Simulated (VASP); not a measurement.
Set up this calculation in VASP 6.6.1, as the native input.

| Quantity | Value |
| --- | --- |
| Task | single point |
| Functional | PBEsol |
| Potentials or basis | VASP PAW PBE potentials, release 64 (S, Mg) |
| Cutoff | 520 eV |
| k mesh | 9 × 9 × 9 |
| Occupations | fermi-dirac, width 0.05 eV |
| Spin | no spin polarisation |
| Dipole correction | no |
| Further INCAR settings | ALGO = Normal; EDIFF = 1e-06; NBANDS = 11 |

The structure of MgS (Niningerite) lies in POSCAR:

```
MgS
1.0
    0.0000000000      2.5907530649      2.5907530649
    2.5907530649      0.0000000000      2.5907530649
    2.5907530649      2.5907530649      0.0000000000
S Mg
1 1
Direct
    0.5000000000      0.5000000000      0.5000000000
    0.0000000000      0.0000000000      0.0000000000
```

One way to write it, as run:

INCAR

```
ALGO = Normal
EDIFF = 1E-6
ENCUT = 520
GGA = PS
ISIF = 2
ISMEAR = -1
LASPH = T
LCHARG = F
LREAL = F
LWAVE = F
NBANDS = 11
NELM = 80
PREC = Accurate
SIGMA = 0.05
```

KPOINTS

```
k-points
0
Gamma
  9 9 9
```

Potentials or basis: VASP PAW PBE potentials, release 64 (S, Mg).

Run with:

```bash
$ cat potpaw_PBE.64/S/POTCAR potpaw_PBE.64/Mg/POTCAR > POTCAR
$ mpirun -np 1 vasp_std > vasp.out
```

It gave:

The pressure is -0.2 GPa. The band gap on the k mesh is 2.86 eV, indirect (least direct gap 3.69 eV).

Caveat: the PAW data sets were made with another functional, which shifts forces and pressure a little.

Wall time 11 s on 1 thread of Intel Xeon 6975P-C (shared host), peak memory 0.16 GiB.
